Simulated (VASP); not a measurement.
Input of a VASP 6.6.1 run:

File INCAR:

```
ALGO = Normal
EDIFF = 1E-6
ENCUT = 520
GGA = PE
ISIF = 2
ISMEAR = 0
LASPH = T
LCHARG = F
LREAL = F
LWAVE = F
NBANDS = 15
NELM = 100
PREC = Accurate
SIGMA = 0.05
```

File KPOINTS:

```
k-points
0
Gamma
  8 8 8
```

Contents of POSCAR:

```
KF
1.0
    0.0881338069      2.7696897984      2.7696897984
    2.7696897984      0.0881338069      2.7696897984
    2.7696897984      2.7696897984      0.0881338069
K F
1 1
Direct
    0.0000000000      0.0000000000      0.0000000000
    0.5000000000      0.5000000000      0.5000000000
```

Potentials or basis: VASP PAW PBE potentials, release 64 (K_sv, F).

Command:

```console
$ cat potpaw_PBE.64/K_sv/POTCAR potpaw_PBE.64/F/POTCAR > POTCAR
$ mpirun -np 1 vasp_std > vasp.out
```

Q: Estimate the band gap on the k mesh.

A: 5.84 eV.

Q: What does it give for the pressure?

A: -0.5 GPa.

Stress tensor (GPa, compression positive):
```
-0.48 -0.48 -0.48
-0.48 -0.48 -0.48
-0.48 -0.48 -0.48
```

A k mesh can miss the band edges.
